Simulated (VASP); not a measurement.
# Fe (Im-3m) in VASP: notebook

Fe is run at these levels: r2SCAN; tasks: single point.

Program: VASP 6.6.1. These are calculated values, not measurements. Logs are shortened: lines on timing, memory, paths and dates and some standing lists are left out, and cuts for length are marked.

## 1. The cell of the first run

Symmetry: Im-3m, No. 229, cubic system. Conventional cell: a = 2.730 Å, b = 2.730 Å, c = 2.730 Å, α = 90.00°, β = 90.00°, γ = 90.00°. Fe (site symmetry m-3m) has 14 Fe at 2.36 to 2.73 Å within 3.1 Å.

## 2. Single point, r2SCAN

File POSCAR:

```
Fe
1.0
   -1.3650158294      1.3650158294      1.3650158294
    1.3650158294     -1.3650158294      1.3650158294
    1.3650158294      1.3650158294     -1.3650158294
Fe
1
Direct
    0.0000000000      0.0000000000      0.0000000000
```

File INCAR.step1:

```
ALGO = Normal
EDIFF = 1E-4
ENCUT = 520
GGA = PE
ISMEAR = 0
LASPH = T
LCHARG = F
LREAL = F
LWAVE = T
NBANDS = 10
NELM = 80
PREC = Accurate
SIGMA = 0.2
```

File INCAR.step2:

```
ALGO = Normal
EDIFF = 1E-7
ENCUT = 520
ISIF = 2
ISMEAR = 0
ISTART = 1
LASPH = T
LCHARG = T
LELF = T
LMIXTAU = T
LREAL = F
LVHAR = T
LWAVE = F
METAGGA = R2SCAN
NBANDS = 10
NELM = 80
PREC = Accurate
SIGMA = 0.2
```

File KPOINTS:

```
k-points
0
Gamma
  16 16 16
```

Potentials or basis: VASP PAW PBE potentials, release 64 (Fe).

Launch:

```
> cat potpaw_PBE.64/Fe/POTCAR > POTCAR
> cp INCAR.step1 INCAR
> mpirun -np 1 vasp_std > vasp.out
> cp INCAR.step2 INCAR
> mpirun -np 1 vasp_std > vasp.out
```

OUTCAR:

```text
EDIFF = 1E-7
   ENCUT = 520
   ISIF = 2
   ISMEAR = 0
   ISTART = 1
   LASPH = T
   LREAL = F
   METAGGA = R2SCAN
   NELM = 80
   PREC = Accurate

 ion  position               nearest neighbor table
   1  0.000  0.000  0.000-

  LATTYP: Found a body centered cubic cell.
 ALAT       =     2.7300316588

  Lattice vectors:

 A1 = (  -1.3650158294,   1.3650158294,   1.3650158294)
 A2 = (   1.3650158294,  -1.3650158294,   1.3650158294)
 A3 = (   1.3650158294,   1.3650158294,  -1.3650158294)

Analysis of symmetry for initial positions (statically):
=====================================================================
 Subroutine PRICEL returns:
 Original cell was already a primitive cell.

 Routine SETGRP: Setting up the symmetry group for a
 body centered cubic supercell.

 Subroutine GETGRP returns: Found 48 space group operations
 (whereof 48 operations were pure point group operations)
 out of a pool of 48 trial point group operations.

The static configuration has the point symmetry O_h .

Analysis of symmetry for dynamics (positions and initial velocities):
=====================================================================
 Subroutine PRICEL returns:
 Original cell was already a primitive cell.

 Routine SETGRP: Setting up the symmetry group for a
 body centered cubic supercell.

 Subroutine GETGRP returns: Found 48 space group operations
 (whereof 48 operations were pure point group operations)
 out of a pool of 48 trial point group operations.

The dynamic configuration has the point symmetry O_h .

 Subroutine INISYM returns: Found 48 space group operations
 (whereof 48 operations are pure point group operations),
 and found     1 'primitive' translations

----------------------------------------------------------------------------------------

                                     Primitive cell

  volume of cell :      10.1736

  direct lattice vectors                    reciprocal lattice vectors
    -1.365015829  1.365015829  1.365015829     0.000000000  0.366296118  0.366296118
     1.365015829 -1.365015829  1.365015829     0.366296118  0.000000000  0.366296118
     1.365015829  1.365015829 -1.365015829     0.366296118  0.366296118  0.000000000

  length of vectors
     2.364276770  2.364276770  2.364276770     0.518020939  0.518020939  0.518020939

  position of ions in fractional coordinates (direct lattice)
     0.000000000  0.000000000  0.000000000

  ion indices of the primitive-cell ions
   primitive index   ion index
                 1           1

----------------------------------------------------------------------------------------

 KPOINTS: k-points

Automatic generation of k-mesh.
 Grid dimensions read from file:
 generate k-points for:   16   16   16

 Generating k-lattice:

  Cartesian coordinates                     Fractional coordinates (reciprocal lattice)
     0.000000000  0.022893507  0.022893507     0.062500000  0.000000000  0.000000000
     0.022893507  0.000000000  0.022893507     0.000000000  0.062500000  0.000000000
     0.022893507  0.022893507  0.000000000     0.000000000  0.000000000  0.062500000

  Length of vectors
     0.032376309  0.032376309  0.032376309

  Shift w.r.t. Gamma in fractional coordinates (k-lattice)
     0.000000000  0.000000000  0.000000000

 Subroutine IBZKPT returns following result:
 ===========================================

 Found    145 irreducible k-points:

 Following reciprocal coordinates:
            Coordinates               Weight
  0.000000  0.000000  0.000000      1.000000
  0.062500  0.000000  0.000000     12.000000
  0.125000  0.000000  0.000000     12.000000
  0.187500  0.000000  0.000000     12.000000
  0.250000  0.000000  0.000000     12.000000
  0.312500  0.000000  0.000000     12.000000
[... 16 lines left out ...]
  0.187500  0.187500  0.000000     24.000000
  0.250000  0.187500  0.000000     48.000000
 [... further k-points ...]
   k-points           NKPTS =    145   k-points in BZ     NKDIM =    145   number of bands    NBANDS=     10
   number of dos      NEDOS =    301   number of ions     NIONS =      1
   total plane-waves  NPLWV =   5832
   dimension x,y,z NGX =    18 NGY =   18 NGZ =   18
   dimension x,y,z NGXF=    36 NGYF=   36 NGZF=   36
   ions per type =               1
   NGX,Y,Z   is equivalent  to a cutoff of  12.66, 12.66, 12.66 a.u.
   NGXF,Y,Z  is equivalent  to a cutoff of  25.31, 25.31, 25.31 a.u.
 SYSTEM =  unknown system
   PREC   = accura    normal or accurate (medium, high low for compatibility)
   ISTART =      1    job   : 0-new  1-cont  2-samecut
   ICHARG =      0    charge: 1-file 2-atom 10-const
   ISPIN  =      1    spin polarized calculation?
   LNONCOLLINEAR =      F non collinear calculations
   LSORBIT =      F    spin-orbit coupling
   LASPH  =      T    aspherical Exc in radial PAW
   ENCUT  =  520.0 eV  38.22 Ry    6.18 a.u.   4.40  4.40  4.40*2*pi/ulx,y,z
   NELM   =     80;   NELMIN=  2; NELMDL=  0     # of ELM steps
   EDIFF  = 0.1E-06   stopping-criterion for ELM
   LREAL  =      F    real-space projection
   EDIFFG = 0.1E-05   stopping-criterion for IOM
   NSW    =      0    number of steps for IOM
   IBRION =     -1    ionic relax: 0-MD 1-quasi-New 2-CG
   NFREE  =      0    steps in history (QN), initial steepest desc. (CG)
   ISIF   =      2    stress and relaxation
   ISYM   =      2    0-nonsym 1-usesym 2-fastsym
   POTIM  = 0.5000    time-step for ionic-motion
   TEBEG  =    0.0;   TEEND  =   0.0 temperature during run
   PSTRESS=    0.0 pullay stress
   NELECT =       8.0000    total number of electrons
   NUPDOWN=      -1.0000    fix difference up-down
   EMIN   =  10.00;   EMAX   =-10.00  energy-range for DOS
   EFERMI =   0.00;   METHOD = LEGACY
   ISMEAR =     0;   SIGMA  =   0.20  broadening in eV -4-tet -1-fermi 0-gaus
   EFERMI_NEDOS =   21; number of points for ismear=-14 and -15
   IALGO  =     38    algorithm
   IMIX   =      4    mixing-type and parameters
     AMIX     =   0.40;   BMIX     =  1.00
     AMIX_MAG =   1.60;   BMIX_MAG =  1.00
  volume/ion in A,a.u.               =      10.17        68.65
  Fermi-wavevector in a.u.,A,eV,Ry     =   1.511056  2.855481 31.066038  2.283289
  Thomas-Fermi vector in A             =   2.621164
   LORBIT       =      0    0 simple, 1 ext, 2 COOP (PROOUT), +10 PAW based schemes
   METAGGA = R2SCAN    functional components
   LHFCALC =     F    Hartree Fock is set to
   AEXX    =    0.0000 exact exchange contribution
   IVDW    =     0    specifies the selected vdW correction
   LEPSILON=     F    determine dielectric tensor
   LRPA    =     F    only Hartree local field effects (RPA)
 non-spin polarized calculation
 Gauss-broadening in eV      SIGMA  =   0.20
  energy-cutoff  :      520.00
  volume of cell :       10.17
 maximum number of plane-waves:       285
 NGX is ok and might be reduce to    18
   NGX =  9   NGY =  9   NGZ =  9

 number of electron       7.9999991 magnetization

 Free energy of the ion-electron system (eV)
  ---------------------------------------------------
  ext. energy  EPLUGINS =         0.00000000
  ---------------------------------------------------
  free energy    TOTEN  =       -13.32639836 eV

  energy without entropy =      -13.26833847  energy(sigma->0) =      -13.29736841

 E-fermi :   6.9701     XC(G=0): -15.0369

 val. band max:        6.9663352804   @ k =   0.0000   0.0000   0.0000
 cond. band min:       6.9710529180   @ k =   0.0625   0.0000   0.0000
 fundamental gap:      0.0047176376
 Fermi energy:         6.9701298139

 k-point     1 :       0.0000    0.0000    0.0000
  band No.  band energies     occupation
      1      -2.6299      2.00000
      2       4.9527      2.00000
      3       4.9527      2.00000
      4       4.9527      2.00000
      5       6.9663      1.02141
      6       6.9663      1.02141
      7      34.1443      0.00000
      8      34.1443      0.00000
      9      34.1443      0.00000
     10      40.2268      0.00000

 k-point     2 :       0.0625    0.0000    0.0000
  band No.  band energies     occupation
      1      -2.4451      2.00000
      2       4.8941      2.00000
      3       4.9453      2.00000
      4       5.0610      2.00000
      5       6.9045      1.35734
      6       6.9711      0.99479
      7      33.0854      0.00000
      8      33.9167      0.00000
      9      34.0678      0.00000
     10      39.8133      0.00000

 k-point     3 :       0.1250    0.0000    0.0000
  band No.  band energies     occupation
      1      -1.9059      2.00000
      2       4.7297      2.00000
      3       4.9059      2.00000
      4       5.3758      2.00000
      5       6.7645      1.85414
      6       6.9869      0.90586
      7      30.7400      0.00000
      8      33.1138      0.00000
      9      33.8791      0.00000
     10      39.1952      0.00000

 k-point     4 :       0.1875    0.0000    0.0000
  band No.  band energies     occupation
      1      -1.0658      2.00000
      2       4.4898      2.00000
      3       4.8101      2.00000
      4       5.8665      2.00000
      5       6.6528      1.97515
      6       7.0172      0.73945
      7      27.8831      0.00000
      8      31.8044      0.00000
      9      33.6545      0.00000
     10      36.9306      0.00000
[... 222 lines left out ...]
 k-point    22 :       0.4375    0.1250    0.0000
  band No.  band energies     occupation
      1       1.9837      2.00000
      2       3.5955      2.00000
      3       5.6576      2.00000
      4       6.8609      1.56014
      5       7.5401      0.00006
      6      10.1213      0.00000
      7      16.1609      0.00000
      8      24.5525      0.00000
      9      29.0583      0.00000
     10      34.8567      0.00000

 k-point    23 :       0.1875    0.1875    0.0000
  band No.  band energies     occupation
      1       1.3344      2.00000
      2       4.0169      2.00000
      3       4.2162      2.00000
      4       6.5179      1.99862
      5       7.2272      0.06909
      6       7.8644      0.00000
      7      23.4544      0.00000
      8      24.7567      0.00000
      9      31.3196      0.00000
     10      35.3947      0.00000

 k-point    24 :       0.2500    0.1875    0.0000
  band No.  band energies     occupation
      1       2.0731      2.00000
      2       3.7910      2.00000
      3       4.2950      2.00000
      4       6.6209      1.98646
      5       7.3105      0.01611
      6       8.8975      0.00000
      7      20.9755      0.00000
      8      23.3262      0.00000
      9      30.1752      0.00000
     10      35.6323      0.00000

 [... further k-points ...]
[... 5 lines left out ...]
  --------------------------------------------------------------------------------------
  -------------------------------------------------------------------------------------
  Total        0.0190455      0.0190455      0.0190455      0.0000000     -0.0000000      0.0000000
  in kB        2.9993751      2.9993751      2.9993751      0.0000000     -0.0000000      0.0000000
  external PRESSURE =       2.9993751 kB  Pullay stress =       0.0000000 kB

 VOLUME and BASIS-vectors are now :
 -----------------------------------------------------------------------------
  energy-cutoff  :      520.00
  volume of cell :       10.17
      direct lattice vectors                 reciprocal lattice vectors
    -1.365015829  1.365015829  1.365015829     0.000000000  0.366296118  0.366296118
     1.365015829 -1.365015829  1.365015829     0.366296118  0.000000000  0.366296118
     1.365015829  1.365015829 -1.365015829     0.366296118  0.366296118  0.000000000

 POSITION                                       TOTAL-FORCE (eV/Angst)
 -----------------------------------------------------------------------------------
      0.00000      0.00000      0.00000         0.000000      0.000000      0.000000
 -----------------------------------------------------------------------------------
    total drift:                                0.000000      0.000000      0.000000

  FREE ENERGIE OF THE ION-ELECTRON SYSTEM (eV)
  ---------------------------------------------------
  free  energy   TOTEN  =       -13.3263983578 eV

  energy  without entropy=      -13.2683384672  energy(sigma->0) =      -13.29736841
```

Wall time 1.7 min (1 thread of Intel Xeon 8259CL, shared host); peak memory 0.13 GiB.

What came out:

* Free energy: -13.3264 eV
* Pressure: 0.3 GPa
* Band gap on the k mesh: zero (band 4 reaches 7.98 eV, above the bottom of band 5 at 5.85 eV)

Levels at points of the mesh, in eV from the Fermi level:
```
           k point  band 2  band 3  band 4  band 5  band 6  band 7
(0.00, 0.00, 0.00)   -2.02   -2.02   -2.02    0.00    0.00   27.17
(0.50, 0.00, 0.00)   -3.43   -0.06    0.27    0.36    1.35    9.16
(0.50, 0.50, 0.50)   -5.07    1.01    1.01    1.01   11.31   11.31
```

Caveat: the PAW data sets were made with another functional, which shifts forces and pressure a little; the run has no spin polarisation, though such a crystal can be magnetic. Spin polarisation is off, so any magnetic state and its effect on volume and gap are missing.

## 3. Single point, r2SCAN

POSCAR is that of step 2.

File INCAR.step1:

```
SYSTEM = Fe
PREC = Accurate ; ENCUT = 520
ISMEAR = 0 ; SIGMA = 0.3
LREAL = .FALSE. ; LASPH = .TRUE.
NELM = 60 ; NBANDS = 10
GGA = PE ; ALGO = Normal
EDIFF = 1E-4 ; LWAVE = .TRUE.
LCHARG = .FALSE.
```

File INCAR.step2:

```
SYSTEM = Fe
PREC = Accurate ; ENCUT = 520
EDIFF = 1E-7 ; ISMEAR = 0
SIGMA = 0.3 ; LREAL = .FALSE.
LASPH = .TRUE. ; NELM = 60
ALGO = Normal ; ISIF = 2
LWAVE = .FALSE. ; LCHARG = .FALSE.
METAGGA = R2SCAN ; LMIXTAU = .TRUE.
NBANDS = 10 ; ISTART = 1
```

File KPOINTS:

```
regular mesh
0
G
  16 16 16
  0 0 0
```

Potentials or basis: VASP PAW PBE potentials, release 64 (Fe).

Launch:

```
> cat potpaw_PBE.64/Fe/POTCAR > POTCAR
> cp INCAR.step1 INCAR
> mpirun -np 1 vasp_std > vasp.out
> cp INCAR.step2 INCAR
> mpirun -np 1 vasp_std > vasp.out
```

Run time: 98 s. Hardware: 1 thread of Intel Xeon 8259CL, shared host; peak memory 0.13 GiB.

It converged, with:

```
Free energy            : -13.3629 eV
Pressure               : 1.1 GPa
Band gap on the k mesh : zero (band 4 reaches 7.99 eV, above the bottom of band 5 at 5.87 eV)
```

Levels at points of the mesh, in eV from the Fermi level:
```tsv
k point	band 1	band 2	band 3	band 4	band 5	band 6	band 7	band 8
(0.00, 0.00, 0.00)	-9.60	-2.00	-2.00	-2.00	0.00	0.00	27.17	27.17
(0.50, 0.00, 0.00)	-5.35	-3.42	-0.05	0.28	0.36	1.36	9.17	20.17
(0.50, 0.50, 0.50)	-5.06	-5.06	1.03	1.03	1.03	11.31	11.31	11.31
```

Caveat: the PAW data sets were made with another functional, which shifts forces and pressure a little; the run has no spin polarisation, though such a crystal can be magnetic.
